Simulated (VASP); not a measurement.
# NaAl16N16 (a cell with a defect) in VASP: relaxation of the atoms with PBEsol

Aim: the relaxation of the atoms of NaAl16N16 (a cell with a defect) with PBEsol.

Everything below comes from runs of VASP 6.6.1. Logs are shortened: lines on timing, memory, paths and dates and some standing lists are left out, and cuts for length are marked.

## Step 1: The cell of the first run

The cell holds a defect, 33 atoms: a = 6.228 Å, b = 6.228 Å, c = 9.967 Å, α = 90.00°, β = 90.00°, γ = 120.00°.

## Step 2: Relaxation of the atoms, PBEsol

INCAR

```
PREC     = Accurate       # precision mode
ENCUT    = 520            # plane-wave cutoff, eV
EDIFF    = 1E-7           # SCF threshold, eV
ISMEAR   = -1             # smearing method
SIGMA    = 0.05           # smearing width, eV
LREAL    = Auto         
LASPH    = T              # aspherical terms in the spheres
NELM     = 120            # most SCF steps
ALGO     = Normal         # electronic algorithm
ISIF     = 2              # what is computed and relaxed
LWAVE    = F              # write WAVECAR
LCHARG   = F              # write CHGCAR
GGA      = PS             # functional
IBRION   = 2              # ionic algorithm
NSW      = 100            # ionic steps
EDIFFG   = -0.03          # ionic threshold
NELECT   = 134.0        
ISYM     = -1           
GGA_COMPAT= F            
NELMIN   = 4
```

KPOINTS

```
explicit points
1
Reciprocal
  0.25000000   0.25000000   0.25000000 1
```

POSCAR

```
NaAl16N16
1.0
    6.2276320000      0.0000000000      0.0000000000
   -3.1138160000      5.3932870000      0.0000000000
    0.0000000000      0.0000000000      9.9670570000
Al N Na
16 16 1
Direct
    0.3357930000      0.1633140000      0.2537430000
    0.3285940000      0.1628850000      0.7514630000
    0.3316920000      0.6668430000      0.2509580000
    0.3350660000      0.6723480000      0.7447110000
    0.8357740000      0.1666350000      0.2507360000
    0.8375920000      0.1669630000      0.7456530000
    0.8396260000      0.6691850000      0.2477350000
    0.8322700000      0.6704850000      0.7476220000
    0.1681160000      0.3335390000      0.5001020000
    0.1692410000      0.3355010000      0.0011790000
    0.1701090000      0.8337730000      0.5005320000
    0.1707200000      0.8363420000      0.9976680000
    0.6612130000      0.3265720000      0.4974450000
    0.6702710000      0.3391630000      0.9978250000
    0.6668510000      0.8334310000      0.4994360000
    0.6670820000      0.8343880000      0.9978860000
    0.1686780000      0.3347990000      0.1887340000
    0.1655820000      0.3273640000      0.6892070000
    0.1634630000      0.8347540000      0.1879920000
    0.1684110000      0.8323200000      0.6909280000
    0.6662740000      0.3346230000      0.1883800000
    0.6674120000      0.3324260000      0.6898670000
    0.6645460000      0.8326640000      0.1889790000
    0.6684760000      0.8310180000      0.6899350000
    0.3330410000      0.1681970000      0.4428150000
    0.3326700000      0.1674150000      0.9379020000
    0.3268240000      0.6632520000      0.4449760000
    0.3374130000      0.6653560000      0.9401400000
    0.8346130000      0.1665800000      0.4422290000
    0.8399420000      0.1744790000      0.9404360000
    0.8296280000      0.6682480000      0.4407040000
    0.8379010000      0.6631820000      0.9385910000
    0.4237860000      0.0839550000      0.5903840000
```

Potentials or basis: VASP PAW PBE potentials, release 64 (Al, N, Na_pv).

Run with:

```sh
> cat potpaw_PBE.64/Al/POTCAR potpaw_PBE.64/N/POTCAR potpaw_PBE.64/Na_pv/POTCAR > POTCAR
> mpirun -np 1 vasp_std > vasp.out
```

OUTCAR:

```text
PREC = Accurate
   ENCUT = 520
   EDIFF = 1E-7
   ISMEAR = -1
   LREAL = Auto
   LASPH = T
   NELM = 120
   ISIF = 2
   GGA = PS
   IBRION = 2
   NSW = 100
   EDIFFG = -0.03
   NELECT = 134.0
   ISYM = -1
   NELMIN = 4

 ion  position               nearest neighbor table
   1  0.336  0.163  0.254-  25 1.88  19 1.89  21 1.90  17 1.94  13 3.00  11 3.03   9 3.06   3 3.08
                             7 3.08  12 3.10   5 3.10  10 3.11   5 3.12  14 3.12   7 3.14   3 3.15
   2  0.329  0.163  0.751-  26 1.86  33 1.86  18 1.87  20 1.88  22 1.93  12 3.02  10 3.07  11 3.07
                            14 3.07   6 3.07   4 3.08   9 3.08   8 3.08  13 3.10   8 3.15   4 3.15
   3  0.332  0.667  0.251-  17 1.90  23 1.90  19 1.92  27 1.93  11 3.05  10 3.06   9 3.07  15 3.07
                             7 3.07   1 3.08  12 3.09   5 3.10  16 3.10   5 3.13   1 3.15   7 3.16
   4  0.335  0.672  0.745-  20 1.84  24 1.88  18 1.94  28 1.95  33 2.80  11 3.00  15 3.03   9 3.05
                             2 3.08  12 3.08  16 3.09   8 3.10   6 3.11   6 3.12   8 3.13  10 3.14
   5  0.836  0.167  0.251-  17 1.90  23 1.90  29 1.91  21 1.92  13 3.05  15 3.06   9 3.06  10 3.07
                            16 3.09   3 3.10   1 3.10   7 3.11  14 3.11   7 3.12   1 3.12   3 3.13
   6  0.838  0.167  0.746-  18 1.86  22 1.89  24 1.90  30 1.94  33 2.82   9 3.03  15 3.04  13 3.07
                             2 3.07   8 3.08  16 3.09   4 3.11  14 3.11  10 3.11   4 3.12   8 3.15
   7  0.840  0.669  0.248-  19 1.85  21 1.90  23 1.92  31 1.92  14 3.06  12 3.07   3 3.07   1 3.08
                            16 3.09  11 3.09  15 3.10  13 3.10   5 3.11   5 3.12   1 3.14   3 3.16
   8  0.832  0.670  0.748-  24 1.84  20 1.90  32 1.90  22 1.91  15 3.04  16 3.06  11 3.06  14 3.07
                             6 3.08   2 3.08  12 3.09   4 3.10  13 3.11   4 3.13   2 3.15   6 3.15
   9  0.168  0.334  0.500-  27 1.86  25 1.87  18 1.89  29 1.89  33 2.87   6 3.03   4 3.05   1 3.06
[... 17 lines left out ...]
  19  0.163  0.835  0.188-   7 1.85   1 1.89  12 1.90   3 1.92
  20  0.168  0.832  0.691-   4 1.84  33 1.87   2 1.88  11 1.90   8 1.90
  21  0.666  0.335  0.188-   1 1.90   7 1.90  14 1.90   5 1.92
  22  0.667  0.332  0.690-  33 1.83   6 1.89   8 1.91  13 1.92   2 1.93
  23  0.665  0.833  0.189-   3 1.90   5 1.90  16 1.90   7 1.92
  24  0.668  0.831  0.690-   8 1.84   4 1.88   6 1.90  15 1.90
  25  0.333  0.168  0.443-  33 1.75  13 1.85   9 1.87   1 1.88  11 1.89
  26  0.333  0.167  0.938-   2 1.86  12 1.88  10 1.90  14 1.92
  27  0.327  0.663  0.445-  11 1.85   9 1.86  15 1.91   3 1.93
  28  0.337  0.665  0.940-  16 1.87  10 1.88  12 1.91   4 1.95
  29  0.835  0.167  0.442-  13 1.88  15 1.89   9 1.89   5 1.91
  30  0.840  0.174  0.940-  10 1.88  14 1.89  16 1.92   6 1.94
  31  0.830  0.668  0.441-  15 1.86   7 1.92  13 1.93  11 1.93
  32  0.838  0.663  0.939-  14 1.84  12 1.89   8 1.90  16 1.94
  33  0.424  0.084  0.590-  25 1.75  13 1.76  11 1.81  22 1.83   2 1.86  20 1.87   4 2.80  15 2.81
                             6 2.82   9 2.87

IMPORTANT INFORMATION: All symmetrisations will be switched off!
NOSYMM: (Re-)initialisation of all symmetry stuff for point group C_1.

----------------------------------------------------------------------------------------

                                     Primitive cell

  volume of cell :     334.7676

  direct lattice vectors                    reciprocal lattice vectors
     6.227632000  0.000000000  0.000000000     0.160574678  0.092707842  0.000000000
    -3.113816000  5.393287000  0.000000000     0.000000000  0.185415684  0.000000000
     0.000000000  0.000000000  9.967057000     0.000000000  0.000000000  0.100330519

  length of vectors
     6.227632000  6.227631552  9.967057000     0.185415671  0.185415684  0.100330519

  position of ions in fractional coordinates (direct lattice)
     0.335793000  0.163314000  0.253743000
     0.328594000  0.162885000  0.751463000
     0.331692000  0.666843000  0.250958000
     0.335066000  0.672348000  0.744711000
     0.835774000  0.166635000  0.250736000
     0.837592000  0.166963000  0.745653000
[... 25 lines left out ...]
     0.837901000  0.663182000  0.938591000
     0.423786000  0.083955000  0.590384000

  ion indices of the primitive-cell ions
   primitive index   ion index
                 1           1
                 2           2
                 3           3
                 4           4
                 5           5
                 6           6
[... 25 lines left out ...]
                32          32
                33          33

----------------------------------------------------------------------------------------

 KPOINTS: explicit points

Read explicit list of k-points.

 Found      1 k-points:

 Following reciprocal coordinates:
            Coordinates               Weight
  0.250000  0.250000  0.250000      1.000000
   k-points           NKPTS =      1   k-points in BZ     NKDIM =      1   number of bands    NBANDS=     84
   number of dos      NEDOS =    301   number of ions     NIONS =     33
   total plane-waves  NPLWV = 184320
   dimension x,y,z NGX =    48 NGY =   48 NGZ =   80
   dimension x,y,z NGXF=    96 NGYF=   96 NGZF=  160
   ions per type =              16  16   1
   NGX,Y,Z   is equivalent  to a cutoff of  12.81, 12.81, 13.34 a.u.
   NGXF,Y,Z  is equivalent  to a cutoff of  25.63, 25.63, 26.69 a.u.
 SYSTEM =  unknown system
   PREC   = accura    normal or accurate (medium, high low for compatibility)
   ISTART =      0    job   : 0-new  1-cont  2-samecut
   ICHARG =      2    charge: 1-file 2-atom 10-const
   ISPIN  =      1    spin polarized calculation?
   LNONCOLLINEAR =      F non collinear calculations
   LSORBIT =      F    spin-orbit coupling
   LASPH  =      T    aspherical Exc in radial PAW
   ENCUT  =  520.0 eV  38.22 Ry    6.18 a.u.  11.58 11.58 18.53*2*pi/ulx,y,z
   NELM   =    120;   NELMIN=  4; NELMDL= -5     # of ELM steps
   EDIFF  = 0.1E-06   stopping-criterion for ELM
   LREAL  =      T    real-space projection
   EDIFFG = -.3E-01   stopping-criterion for IOM
   NSW    =    100    number of steps for IOM
   IBRION =      2    ionic relax: 0-MD 1-quasi-New 2-CG
   NFREE  =      1    steps in history (QN), initial steepest desc. (CG)
   ISIF   =      2    stress and relaxation
   ISYM   =     -1    0-nonsym 1-usesym 2-fastsym
   POTIM  = 0.5000    time-step for ionic-motion
   TEBEG  =    0.0;   TEEND  =   0.0 temperature during run
   PSTRESS=    0.0 pullay stress
   NELECT =     134.0000    total number of electrons
   NUPDOWN=      -1.0000    fix difference up-down
   EMIN   =  10.00;   EMAX   =-10.00  energy-range for DOS
   EFERMI =   0.00;   METHOD = LEGACY
   ISMEAR =    -1;   SIGMA  =   0.05  broadening in eV -4-tet -1-fermi 0-gaus
   EFERMI_NEDOS =   21; number of points for ismear=-14 and -15
   IALGO  =     38    algorithm
   IMIX   =      4    mixing-type and parameters
     AMIX     =   0.40;   BMIX     =  1.00
     AMIX_MAG =   1.60;   BMIX_MAG =  1.00
  volume/ion in A,a.u.               =      10.14        68.46
  Fermi-wavevector in a.u.,A,eV,Ry     =   1.206504  2.279961 19.805334  1.455651
  Thomas-Fermi vector in A             =   2.342169
   LORBIT       =      0    0 simple, 1 ext, 2 COOP (PROOUT), +10 PAW based schemes
   GGA     = PS    functional components
   LHFCALC =     F    Hartree Fock is set to
   AEXX    =    0.0000 exact exchange contribution
   IVDW    =     0    specifies the selected vdW correction
   LEPSILON=     F    determine dielectric tensor
   LRPA    =     F    only Hartree local field effects (RPA)
 conjugate gradient relaxation of ions
 non-spin polarized calculation
  energy-cutoff  :      520.00
  volume of cell :      334.77
 maximum number of plane-waves:      9015
 NGX is ok and might be reduce to    48
   NGX = 23   NGY = 23   NGZ = 37

--------------------------------------- Ionic step        1  -------------------------------------------

 number of electron     134.0000000 magnetization

 Free energy of the ion-electron system (eV)
  ---------------------------------------------------
  ext. energy  EPLUGINS =         0.00000000
  ---------------------------------------------------
  free energy    TOTEN  =      -250.77264399 eV

  energy without entropy =     -250.77264399  energy(sigma->0) =     -250.77264399

------------------------ aborting loop because EDIFF is reached ----------------------------------------

  FORCE on cell =-STRESS in cart. coord.  units (eV):
  Direction    XX          YY          ZZ          XY          YZ          ZX
  --------------------------------------------------------------------------------------
  -------------------------------------------------------------------------------------
  Total        5.0448743      8.3739949     24.8749283      3.9802896     -0.9200612      0.6407783
  in kB       24.1444609     40.0774294    119.0498917     19.0494235     -4.4033569      3.0667258
  external PRESSURE =      61.0905940 kB  Pullay stress =       0.0000000 kB
[... 182 lines left out ...]
  FREE ENERGIE OF THE ION-ELECTRON SYSTEM (eV)
  ---------------------------------------------------
  free  energy   TOTEN  =      -255.6348828993 eV

  energy  without entropy=     -255.6348828992  energy(sigma->0) =     -255.63488290

[... ionic steps 4 to 25 ...]

--------------------------------------- Ionic step       26  -------------------------------------------

 number of electron     134.0000002 magnetization

------------------------ aborting loop because EDIFF is reached ----------------------------------------
[... 129 lines left out ...]
--------------------------------------- Ionic step       28  -------------------------------------------

 number of electron     134.0000002 magnetization

 Free energy of the ion-electron system (eV)
  ---------------------------------------------------
  ext. energy  EPLUGINS =         0.00000000
  ---------------------------------------------------
  free energy    TOTEN  =      -258.59479898 eV

  energy without entropy =     -258.59479898  energy(sigma->0) =     -258.59479898

 E-fermi :   7.0826     XC(G=0): -11.2158

 val. band max:        5.8945215101   @ k =   0.2500   0.2500   0.2500
 cond. band min:      11.4964553396   @ k =   0.2500   0.2500   0.2500
 fundamental gap:      5.6019338295
 Fermi energy:         7.0825615368

 k-point     1 :       0.2500    0.2500    0.2500
  band No.  band energies     occupation
      1     -16.5173      2.00000
      2     -16.5076      2.00000
      3     -16.4187      2.00000
      4      -8.4651      2.00000
      5      -8.0034      2.00000
      6      -7.7326      2.00000
[... 71 lines left out ...]
     78      13.2164      0.00000
     79      13.3265      0.00000
 [bands above 79 left out]

------------------------ aborting loop because EDIFF is reached ----------------------------------------

  FORCE on cell =-STRESS in cart. coord.  units (eV):
  Direction    XX          YY          ZZ          XY          YZ          ZX
  --------------------------------------------------------------------------------------
  -------------------------------------------------------------------------------------
  Total        6.0886902     -4.2472803      5.3338385     -8.9458511      0.4145653     -0.0498473
  in kB       29.1401007    -20.3272247     25.5274260    -42.8142983      1.9840845     -0.2385663
  external PRESSURE =      11.4467673 kB  Pullay stress =       0.0000000 kB
[... 48 lines left out ...]
  FREE ENERGIE OF THE ION-ELECTRON SYSTEM (eV)
  ---------------------------------------------------
  free  energy   TOTEN  =      -258.5947989806 eV

  energy  without entropy=     -258.5947989805  energy(sigma->0) =     -258.59479898

 reached required accuracy - stopping structural energy minimisation
```

Wall time 41 min (1 thread of AMD EPYC 7R43 (Zen 3), shared host); peak memory 0.42 GiB.

Results:

```yaml
Free_energy: -258.5948 eV
Energy_gained_by_relaxing: 237.0 meV/atom
Ionic_steps: 28
Largest_force_after_relaxing: 0.021 eV/Å
```

Forces on the atoms (eV/Å):
```
Al  -0.002  0.001  0.009
Al   0.000  0.002  0.003
Al  -0.007 -0.003 -0.001
Al   0.001 -0.001 -0.006
Al  -0.001  0.007 -0.001
Al   0.003  0.000 -0.003
Al  -0.003  0.002 -0.004
Al   0.004 -0.001  0.002
Al  -0.001  0.002  0.003
Al   0.002 -0.004 -0.002
Al   0.003 -0.002  0.000
Al  -0.007 -0.001 -0.001
Al   0.004  0.005 -0.003
Al  -0.001  0.005 -0.001
Al  -0.008  0.004  0.019
Al  -0.004  0.003  0.005
N    0.004 -0.001 -0.004
N    0.006 -0.005  0.000
N   -0.007  0.001  0.000
N    0.003  0.004  0.000
N   -0.006  0.006  0.001
N   -0.001 -0.002  0.000
N   -0.004  0.000 -0.002
N    0.005 -0.003 -0.002
N    0.000  0.000 -0.006
N    0.002 -0.002 -0.003
N    0.005 -0.001  0.009
N   -0.003 -0.010 -0.002
N    0.003 -0.001  0.009
N    0.004  0.007 -0.002
N    0.010 -0.009 -0.005
N   -0.004  0.000 -0.001
Na  -0.001 -0.002 -0.012
```

The path:
```csv
step,energy change (eV),largest force (eV/Å),pressure (GPa)
1,0.0000,10.6139,6.11
2,1.3073,19.4029,10.46
3,-4.8622,5.0337,4.18
4,-6.3158,2.9194,2.64
5,-6.3188,3.0025,2.65
6,-7.2309,1.2715,1.50
7,-7.2324,1.3409,1.48
8,-7.6023,0.9387,1.24
9,-7.6097,1.0271,1.25
10,-7.7252,0.9199,1.14
11,-7.7253,0.8792,1.14
12,-7.7800,0.2857,1.16
13,-7.7802,0.3228,1.17
14,-7.8050,0.2178,1.14
15,-7.8057,0.2325,1.13
16,-7.8141,0.1308,1.14
17,-7.8141,0.1096,1.14
18,-7.8180,0.0817,1.14
19,-7.8180,0.0929,1.14
20,-7.8200,0.0550,1.13
21,-7.8202,0.0681,1.14
22,-7.8211,0.0581,1.14
23,-7.8211,0.0630,1.14
24,-7.8217,0.0363,1.14
25,-7.8217,0.0379,1.14
26,-7.8220,0.0340,1.14
27,-7.8220,0.0307,1.14
28,-7.8222,0.0207,1.14
```

Final structure:
```yaml
crystal:
  lattice:
    - [6.22763, 0.00000, 0.00000]
    - [-3.11382, 5.39329, 0.00000]
    - [0.00000, 0.00000, 9.96706]
  atoms:
    - { symbol: Al, position: [0.33230, 0.16903, 0.24939] }
    - { symbol: Al, position: [0.32652, 0.17468, 0.75670] }
    - { symbol: Al, position: [0.33229, 0.66915, 0.24932] }
    - { symbol: Al, position: [0.32547, 0.65853, 0.75663] }
    - { symbol: Al, position: [0.83217, 0.16906, 0.24933] }
    - { symbol: Al, position: [0.84262, 0.17566, 0.75662] }
    - { symbol: Al, position: [0.83240, 0.66891, 0.23556] }
    - { symbol: Al, position: [0.83128, 0.66995, 0.75493] }
    - { symbol: Al, position: [0.16523, 0.33593, 0.50010] }
    - { symbol: Al, position: [0.16474, 0.33656, 0.00480] }
    - { symbol: Al, position: [0.14093, 0.82316, 0.48929] }
    - { symbol: Al, position: [0.16646, 0.83738, 0.00099] }
    - { symbol: Al, position: [0.67803, 0.36025, 0.48934] }
    - { symbol: Al, position: [0.66397, 0.33488, 0.00098] }
    - { symbol: Al, position: [0.67679, 0.82439, 0.48869] }
    - { symbol: Al, position: [0.66405, 0.83721, 0.00101] }
    - { symbol: N, position: [0.16661, 0.33465, 0.19312] }
    - { symbol: N, position: [0.16615, 0.33498, 0.69003] }
    - { symbol: N, position: [0.16960, 0.83605, 0.19005] }
    - { symbol: N, position: [0.15880, 0.83126, 0.68971] }
    - { symbol: N, position: [0.66520, 0.33165, 0.19002] }
    - { symbol: N, position: [0.66999, 0.34241, 0.68971] }
    - { symbol: N, position: [0.66539, 0.83597, 0.19025] }
    - { symbol: N, position: [0.66871, 0.83228, 0.68914] }
    - { symbol: N, position: [0.33225, 0.16897, 0.44105] }
    - { symbol: N, position: [0.32956, 0.17183, 0.94306] }
    - { symbol: N, position: [0.33220, 0.67323, 0.44098] }
    - { symbol: N, position: [0.32954, 0.66952, 0.94285] }
    - { symbol: N, position: [0.82791, 0.16899, 0.44098] }
    - { symbol: N, position: [0.83172, 0.17163, 0.94284] }
    - { symbol: N, position: [0.83081, 0.67035, 0.42457] }
    - { symbol: N, position: [0.83031, 0.67098, 0.94397] }
    - { symbol: Na, position: [0.49867, 0.00251, 0.59087] }
```

Caveat: the cell carries a net charge on a neutralising background, which shifts energy and pressure; the cell is charged against a uniform background, so pressure and absolute levels hang on convention; the PAW data sets were made with another functional, which shifts forces and pressure a little.
